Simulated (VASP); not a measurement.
# Sc (P1) in VASP: density of states with PBE

Aim: the density of states of Sc with PBE.

Everything below comes from runs of VASP 6.6.1. Logs are shortened: lines on timing, memory, paths and dates and some standing lists are left out, and cuts for length are marked.

**1. The cell of the first run**

The typed cell holds 4 atoms: a = 3.376 Å, b = 5.359 Å, c = 5.692 Å, α = 110.01°, β = 89.92°, γ = 92.66°.

**2. Density of states, PBE**

POSCAR

```
Sc
1.0
   -2.4307990000      0.0475300000      2.3421600000
    2.2303640000     -4.4219350000      2.0466650000
    2.3404100000      4.6270420000      2.3468320000
Sc
4
Direct
    0.0264160000      0.0059950000      0.0343940000
    0.0110850000      0.4964980000      0.4930950000
    0.5535650000      0.9561810000      0.5259330000
    0.4708880000      0.5154730000      0.9734600000
```

INCAR.step1

```
SYSTEM = Sc
PREC = Accurate
ENCUT = 520
EDIFF = 1E-7
ISMEAR = 0
SIGMA = 0.016
LREAL = .FALSE.
LASPH = .TRUE.
NELM = 60
ALGO = Normal
ISIF = 2
LWAVE = .FALSE.
LCHARG = .TRUE.
LMAXMIX = 4
GGA = PE
NBANDS = 30
```

KPOINTS.step1

```
Automatic mesh
0
Gamma
  5 4 4
  0.5 0.5 0.5
```

INCAR.step2

```
SYSTEM = Sc
PREC = Accurate
ENCUT = 520
EDIFF = 1E-7
ISMEAR = -5
SIGMA = 0.016
LREAL = .FALSE.
LASPH = .TRUE.
NELM = 60
ALGO = Normal
ISIF = 2
LWAVE = .FALSE.
LCHARG = .FALSE.
LMAXMIX = 4
GGA = PE
LORBIT = 11
NBANDS = 30
NEDOS = 1001
ICHARG = 11
```

KPOINTS.step2

```
Automatic mesh
0
G
  8 6 6
  0 0 0
```

Potentials or basis: VASP PAW PBE potentials, release 64 (Sc_sv).

Launch:

```sh
$ cat potpaw_PBE.64/Sc_sv/POTCAR > POTCAR
$ cp INCAR.step1 INCAR
$ cp KPOINTS.step1 KPOINTS
$ mpirun -np 1 vasp_std > vasp.out
$ cp INCAR.step2 INCAR
$ cp KPOINTS.step2 KPOINTS
$ mpirun -np 1 vasp_std > vasp.out
```

OUTCAR:

```text
SYSTEM = Sc
   PREC = Accurate
   ENCUT = 520
   EDIFF = 1E-7
   ISMEAR = -5
   LREAL = .FALSE.
   LASPH = .TRUE.
   NELM = 60
   ISIF = 2
   GGA = PE
   LORBIT = 11
   ICHARG = 11

 ion  position               nearest neighbor table
   1  0.026  0.006  0.034-   4 3.00   2 3.01   4 3.08   4 3.18   3 3.23   3 3.30   3 3.33   2 3.34
                             3 3.41
   2  0.011  0.496  0.493-   3 2.92   3 2.95   1 3.01   4 3.11   4 3.26   3 3.28   1 3.34   4 3.37

   3  0.554  0.956  0.526-   2 2.92   2 2.95   4 3.22   4 3.23   1 3.23   2 3.28   1 3.30   1 3.33
                             1 3.41
   4  0.471  0.515  0.973-   1 3.00   1 3.08   2 3.11   1 3.18   3 3.22   3 3.23   2 3.26   2 3.37

  LATTYP: Found a triclinic cell.
 ALAT       =     5.3588124001
 B/A-ratio  =     1.0621066788
 C/A-ratio  =     0.6299732055
 COS(alpha) =     0.0014318961
 COS(beta)  =     0.0463286050
 COS(gamma) =     0.3422034059

  Lattice vectors:

 A1 = (   2.2303640000,  -4.4219350000,   2.0466650000)
 A2 = (  -2.3404100000,  -4.6270420000,  -2.3468320000)
 A3 = (   2.4307990000,  -0.0475300000,  -2.3421600000)

Analysis of symmetry for initial positions (statically):
=====================================================================
 Subroutine PRICEL returns:
 Original cell was already a primitive cell.

 Routine SETGRP: Setting up the symmetry group for a
 triclinic supercell.

 Subroutine GETGRP returns: Found  1 space group operations
 (whereof  1 operations were pure point group operations)
 out of a pool of  2 trial point group operations.

The static configuration has the point symmetry C_1 .

Analysis of symmetry for dynamics (positions and initial velocities):
=====================================================================
 Subroutine PRICEL returns:
 Original cell was already a primitive cell.

 Routine SETGRP: Setting up the symmetry group for a
 triclinic supercell.

 Subroutine GETGRP returns: Found  1 space group operations
 (whereof  1 operations were pure point group operations)
 out of a pool of  2 trial point group operations.

The dynamic configuration has the point symmetry C_1 .

 Subroutine INISYM returns: Found  1 space group operations
 (whereof  1 operations are pure point group operations),
 and found     1 'primitive' translations

----------------------------------------------------------------------------------------

                                     Primitive cell

  volume of cell :      96.6347

  direct lattice vectors                    reciprocal lattice vectors
    -2.430799000  0.047530000  2.342160000    -0.205387377 -0.004597256  0.213889349
     2.230364000 -4.421935000  2.046665000     0.110992531 -0.115758562  0.117542157
     2.340410000  4.627042000  2.346832000     0.108182251  0.105540791  0.110134643

  length of vectors
     3.375908225  5.358812400  5.691630441     0.296569997  0.198835473  0.187007748

  position of ions in fractional coordinates (direct lattice)
     0.026416000  0.005995000  0.034394000
     0.011085000  0.496498000  0.493095000
     0.553565000  0.956181000  0.525933000
     0.470888000  0.515473000  0.973460000

  ion indices of the primitive-cell ions
   primitive index   ion index
                 1           1
                 2           2
                 3           3
                 4           4

----------------------------------------------------------------------------------------

 KPOINTS: Automatic mesh

Automatic generation of k-mesh.
 Grid dimensions read from file:
 generate k-points for:    8    6    6

 Generating k-lattice:

  Cartesian coordinates                     Fractional coordinates (reciprocal lattice)
    -0.025673422 -0.000574657  0.026736169     0.125000000  0.000000000  0.000000000
     0.018498755 -0.019293094  0.019590360     0.000000000  0.166666667 -0.000000000
     0.018030375  0.017590132  0.018355774     0.000000000 -0.000000000  0.166666667

  Length of vectors
     0.037071250  0.033139245  0.031167958

  Shift w.r.t. Gamma in fractional coordinates (k-lattice)
     0.000000000  0.000000000  0.000000000

 TETIRR: Found    864 inequivalent tetrahedra from     1728

 Subroutine IBZKPT returns following result:
 ===========================================

 Found    148 irreducible k-points:

 Following reciprocal coordinates:
            Coordinates               Weight
  0.000000  0.000000  0.000000      1.000000
  0.125000  0.000000  0.000000      2.000000
  0.250000  0.000000  0.000000      2.000000
  0.375000 -0.000000  0.000000      2.000000
  0.500000  0.000000  0.000000      1.000000
  0.000000  0.166667  0.000000      2.000000
[... 16 lines left out ...]
  0.125000  0.500000  0.000000      2.000000
  0.250000  0.500000  0.000000      2.000000
 [... further k-points ...]
   k-points           NKPTS =    148   k-points in BZ     NKDIM =    148   number of bands    NBANDS=     30
   number of dos      NEDOS =   1001   number of ions     NIONS =      4
   total plane-waves  NPLWV =  47040
   dimension x,y,z NGX =    28 NGY =   40 NGZ =   42
   dimension x,y,z NGXF=    56 NGYF=   80 NGZF=   84
   ions per type =               4
   NGX,Y,Z   is equivalent  to a cutoff of  13.79, 12.41, 12.27 a.u.
   NGXF,Y,Z  is equivalent  to a cutoff of  27.58, 24.82, 24.54 a.u.
 SYSTEM =  Sc
   PREC   = accura    normal or accurate (medium, high low for compatibility)
   ISTART =      0    job   : 0-new  1-cont  2-samecut
   ICHARG =     11    charge: 1-file 2-atom 10-const
   ISPIN  =      1    spin polarized calculation?
   LNONCOLLINEAR =      F non collinear calculations
   LSORBIT =      F    spin-orbit coupling
   LASPH  =      T    aspherical Exc in radial PAW
   ENCUT  =  520.0 eV  38.22 Ry    6.18 a.u.   6.28  9.96 10.58*2*pi/ulx,y,z
   NELM   =     60;   NELMIN=  2; NELMDL=  0     # of ELM steps
   EDIFF  = 0.1E-06   stopping-criterion for ELM
   LREAL  =      F    real-space projection
   EDIFFG = 0.1E-05   stopping-criterion for IOM
   NSW    =      0    number of steps for IOM
   IBRION =     -1    ionic relax: 0-MD 1-quasi-New 2-CG
   NFREE  =      0    steps in history (QN), initial steepest desc. (CG)
   ISIF   =      2    stress and relaxation
   ISYM   =      2    0-nonsym 1-usesym 2-fastsym
   POTIM  = 0.5000    time-step for ionic-motion
   TEBEG  =    0.0;   TEEND  =   0.0 temperature during run
   PSTRESS=    0.0 pullay stress
   NELECT =      44.0000    total number of electrons
   NUPDOWN=      -1.0000    fix difference up-down
   EMIN   =  10.00;   EMAX   =-10.00  energy-range for DOS
   EFERMI =   0.00;   METHOD = LEGACY
   ISMEAR =    -5;   SIGMA  =   0.02  broadening in eV -4-tet -1-fermi 0-gaus
   EFERMI_NEDOS =   21; number of points for ismear=-14 and -15
   IALGO  =     38    algorithm
   IMIX   =      4    mixing-type and parameters
     AMIX     =   0.40;   BMIX     =  1.00
     AMIX_MAG =   1.60;   BMIX_MAG =  1.00
  volume/ion in A,a.u.               =      24.16       163.03
  Fermi-wavevector in a.u.,A,eV,Ry     =   1.259451  2.380018 21.581801  1.586218
  Thomas-Fermi vector in A             =   2.393010
   LORBIT       =     11    0 simple, 1 ext, 2 COOP (PROOUT), +10 PAW based schemes
   GGA     = PE    functional components
   LHFCALC =     F    Hartree Fock is set to
   AEXX    =    0.0000 exact exchange contribution
   IVDW    =     0    specifies the selected vdW correction
   LEPSILON=     F    determine dielectric tensor
   LRPA    =     F    only Hartree local field effects (RPA)
 non-spin polarized calculation
 Fermi weights with tetrahedron method with Bloechl corrections
  energy-cutoff  :      520.00
  volume of cell :       96.63
 maximum number of plane-waves:      2620
 NGX is ok and might be reduce to    28

 number of electron      44.0000000 magnetization

 Free energy of the ion-electron system (eV)
  ---------------------------------------------------
  ext. energy  EPLUGINS =         0.00000000
  ---------------------------------------------------
  free energy    TOTEN  =       -24.44573623 eV

  energy without entropy =      -24.44573623  energy(sigma->0) =      -24.44573623

 E-fermi :   3.8425     XC(G=0):  -9.9421

 val. band max:        3.9057432442   @ k =   0.0000   0.5000   0.5000
 cond. band min:       3.8124063605   @ k =   0.5000   0.3333   0.3333
 fundamental gap:     -0.0933368837
 Fermi energy:         3.8425475237

 k-point     1 :       0.0000    0.0000    0.0000
  band No.  band energies     occupation
      1     -45.5572      2.00000
      2     -45.4844      2.00000
      3     -45.4732      2.00000
      4     -45.4154      2.00000
      5     -24.4592      2.00000
      6     -24.3778      2.00000
[... 22 lines left out ...]
     29       5.5716      0.00000
     30       5.9090      0.00000

 k-point     2 :       0.1250    0.0000    0.0000
  band No.  band energies     occupation
      1     -45.5517      2.00000
      2     -45.4813      2.00000
      3     -45.4732      2.00000
      4     -45.4164      2.00000
      5     -24.4450      2.00000
      6     -24.3646      2.00000
[... 22 lines left out ...]
     29       5.6385      0.00000
     30       5.8722      0.00000

 k-point     3 :       0.2500    0.0000    0.0000
  band No.  band energies     occupation
      1     -45.5371      2.00000
      2     -45.4773      2.00000
      3     -45.4701      2.00000
      4     -45.4196      2.00000
      5     -24.4087      2.00000
      6     -24.3297      2.00000
[... 22 lines left out ...]
     29       5.7358      0.00000
     30       6.0217      0.00000

 k-point     4 :       0.3750   -0.0000    0.0000
  band No.  band energies     occupation
      1     -45.5188      2.00000
      2     -45.4820      2.00000
      3     -45.4603      2.00000
      4     -45.4245      2.00000
      5     -24.3706      2.00000
      6     -24.2937      2.00000
[... 616 lines left out ...]
     29       5.7493      0.00000
     30       6.0333      0.00000

 k-point    23 :       0.1250    0.5000    0.0000
  band No.  band energies     occupation
      1     -45.5231      2.00000
      2     -45.4971      2.00000
      3     -45.4815      2.00000
      4     -45.4212      2.00000
      5     -24.2926      2.00000
      6     -24.2859      2.00000
[... 22 lines left out ...]
     29       5.8737      0.00000
     30       6.0348      0.00000

 k-point    24 :       0.2500    0.5000    0.0000
  band No.  band energies     occupation
      1     -45.5141      2.00000
      2     -45.4926      2.00000
      3     -45.4740      2.00000
      4     -45.4236      2.00000
      5     -24.3060      2.00000
      6     -24.2784      2.00000
[... 22 lines left out ...]
     29       6.0808      0.00000
     30       6.2321      0.00000

 [... further k-points ...]
[... 5 lines left out ...]
  --------------------------------------------------------------------------------------
  -------------------------------------------------------------------------------------
  Total        0.6758620      0.6779324      0.4702577     -1.2572958     -1.5024345      0.7539098
  in kB       11.2056119     11.2399399      7.7967473    -20.8456307    -24.9099642     12.4996238
  external PRESSURE =      10.0807664 kB  Pullay stress =       0.0000000 kB

 VOLUME and BASIS-vectors are now :
 -----------------------------------------------------------------------------
  energy-cutoff  :      520.00
  volume of cell :       96.63
      direct lattice vectors                 reciprocal lattice vectors
    -2.430799000  0.047530000  2.342160000    -0.205387377 -0.004597256  0.213889349
     2.230364000 -4.421935000  2.046665000     0.110992531 -0.115758562  0.117542157
     2.340410000  4.627042000  2.346832000     0.108182251  0.105540791  0.110134643

 POSITION                                       TOTAL-FORCE (eV/Angst)
 -----------------------------------------------------------------------------------
      0.02966      0.13389      0.15486        -0.035539     -0.310310     -0.097523
      2.23447      0.08662      2.19934        -0.245592      0.489455     -0.438245
      2.01793     -1.76835      4.48780         0.543354     -0.724482      0.363612
      2.28335      2.24723      4.44244        -0.262223      0.545338      0.172156
 -----------------------------------------------------------------------------------
    total drift:                               -0.001343      0.000527     -0.000716

  FREE ENERGIE OF THE ION-ELECTRON SYSTEM (eV)
  ---------------------------------------------------
  free  energy   TOTEN  =       -24.4457362268 eV

  energy  without entropy=      -24.4457362268  energy(sigma->0) =      -24.44573623

 total charge

# of ion       s       p       d       tot
------------------------------------------
    1        2.281   6.096   1.043   9.421
    2        2.286   6.097   1.068   9.451
    3        2.277   6.098   1.040   9.415
    4        2.277   6.098   1.029   9.404
--------------------------------------------------
tot          9.122  24.389   4.180  37.691
```

Wall time 5.5 min (1 thread of Intel Xeon Platinum 8488C (Sapphire Rapids), shared host); peak memory 0.42 GiB.

What came out:

```
Valence electrons inside the program's atomic spheres : Sc 9.42, 9.45, 9.41, 9.40
```

Levels at points of the mesh, in eV from the Fermi level:
```tsv
k point	band 18	band 19	band 20	band 21	band 22	band 23	band 24	band 25	band 26	band 27
(0.00, 0.00, 0.00)	-1.76	-1.60	-1.47	-0.74	0.22	0.82	1.01	1.22	1.27	1.35
(0.50, 0.00, 0.00)	-1.99	-0.71	-0.63	-0.15	0.02	0.11	0.31	0.39	0.60	0.87
(0.00, 0.50, 0.00)	-3.51	-1.43	-1.06	-0.51	0.16	0.31	0.58	1.13	1.50	1.51
(0.50, 0.50, 0.00)	-1.20	-1.14	-1.12	-0.58	-0.37	-0.35	-0.06	0.51	0.70	0.95
(0.00, 0.00, 0.50)	-3.73	-1.26	-0.98	-0.42	0.00	0.48	0.66	0.98	1.21	1.30
(0.50, 0.00, 0.50)	-1.36	-1.31	-1.05	-0.53	-0.11	-0.09	0.15	0.47	0.69	0.78
(0.00, 0.50, 0.50)	-3.20	-1.71	-1.60	0.06	0.17	0.41	0.62	0.67	0.78	1.60
(0.50, 0.50, 0.50)	-1.76	-1.57	-1.46	-0.68	-0.42	0.05	0.25	1.07	1.38	1.51
```

Caveat: the k points lie up to 0.37 Å⁻¹ apart; tetrahedron occupations give inexact forces and stress in metals.
